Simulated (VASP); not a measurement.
A run of VASP 6.6.1 is set up as follows.

INCAR

```
  PREC = Accurate
  ENCUT = 520
  EDIFF = 1E-6
  ISMEAR = -1
  SIGMA = 0.15
  LREAL = F
  LASPH = T
  NELM = 60
  ALGO = Fast
  ISIF = 2
  LWAVE = F
  LCHARG = F
  GGA = PS
  NBANDS = 12
```

KPOINTS

```
regular mesh
0
Gamma
  20 20 20
```

POSCAR

```
Cu
1.0
    0.0000000000      1.7820969878      1.7820969878
    1.7820969878      0.0000000000      1.7820969878
    1.7820969878      1.7820969878      0.0000000000
Cu
1
Direct
    0.0000000000      0.0000000000      0.0000000000
```

Potentials or basis: VASP PAW PBE potentials, release 64 (Cu).

Command:

```bash
$ cat potpaw_PBE.64/Cu/POTCAR > POTCAR
$ mpirun -np 1 vasp_std > vasp.out
```

Question: Predict the pressure.

Answer: 0.8 GPa.

Caveat: the PAW data sets were made with another functional, which shifts forces and pressure a little.
